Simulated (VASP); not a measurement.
Write the native input for VASP 6.6.1 that does the following.

```yaml
Task: single point
Functional: PBE
Potentials_or_basis: VASP PAW PBE potentials, release 64 (Nb_sv)
Cutoff: 520 eV
k_mesh: 10 × 10 × 10
Occupations: fermi-dirac, width 0.05 eV
Spin: no spin polarisation
Dipole_correction: no
Further_INCAR_settings: ALGO = Normal; EDIFF = 1e-06; NBANDS = 12
```

The structure of Nb lies in POSCAR:

```
Nb
1.0
    2.7376513858      0.0000000000      0.0000000000
    0.0000000000      2.7376513858      0.0000000000
    0.0000000000      0.0000000000      2.7376513858
Nb
1
Direct
    0.5000000000      0.5000000000      0.5000000000
```

These files were run (other wordings do the same):

INCAR

```
PREC     = Accurate       # precision mode
ENCUT    = 520            # plane-wave cutoff, eV
EDIFF    = 1E-6           # SCF threshold, eV
ISMEAR   = -1             # smearing method
SIGMA    = 0.05           # smearing width, eV
LREAL    = False          # projectors in reciprocal space
LASPH    = True           # aspherical terms in the spheres
NELM     = 100            # most SCF steps
ALGO     = Normal         # electronic algorithm
ISIF     = 2              # what is computed and relaxed
LWAVE    = False          # write WAVECAR
LCHARG   = False          # write CHGCAR
GGA      = PE             # functional
NBANDS   = 12             # bands
```

KPOINTS

```
Automatic mesh
0
Gamma
  10 10 10
```

Potentials or basis: VASP PAW PBE potentials, release 64 (Nb_sv).

Run with:

```bash
$ cat potpaw_PBE.64/Nb_sv/POTCAR > POTCAR
$ mpirun -np 1 vasp_std > vasp.out
```

Results of the run:

```
Pressure : -2.0 GPa
```

Wall time 5.5 s on 1 thread of Intel(R) Xeon(R) Platinum 8559C (Emerald Rapids), with other jobs on the host, peak memory 0.13 GiB.
